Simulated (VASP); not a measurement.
The system is Sb.

```
Sb
1.0
     3.16000    0.00000    0.00000
     0.00000    3.16000    0.00000
     0.00000    0.00000    3.16000
Sb
1
Cartesian
  0.0000 0.0000 0.0000
```

* Program: VASP 6.6.1
* Task: relaxation of cell and atoms
* Functional: B3LYP
* Potentials or basis: VASP PAW PBE potentials, release 64 (Sb)
* Cutoff: 600 eV
* k mesh: 4 × 4 × 4
* Occupations: fermi-dirac, width 0.05 eV
* Spin: no spin polarisation

At the start: pressure -2.1 GPa; volume 31.55 Å³/atom.

Task: Where does the relaxation end?

Result: Over 3 steps the energy falls by 9.1 meV/atom and the volume is 30.22 Å³/atom (-4.2 %); space group Pm-3m (No. 221, to 0.05 Å).

Step by step:
```csv
step,energy change (eV),largest force (eV/Å),pressure (GPa),volume (Å³)
1,0.0000,0.0000,-2.09,31.55
2,-0.0076,0.0000,0.94,29.71
3,-0.0091,0.0000,0.01,30.22
```

Final structure:
```
CELL_PARAMETERS angstrom
3.11481 0.00000 0.00000
0.00000 3.11481 0.00000
0.00000 0.00000 3.11481
ATOMIC_POSITIONS crystal
Sb 0.00000 0.00000 0.00000
```

Caveat: the k points lie up to 0.50 Å⁻¹ apart in the final cell; the PAW data sets were made with another functional, which shifts forces and pressure a little.
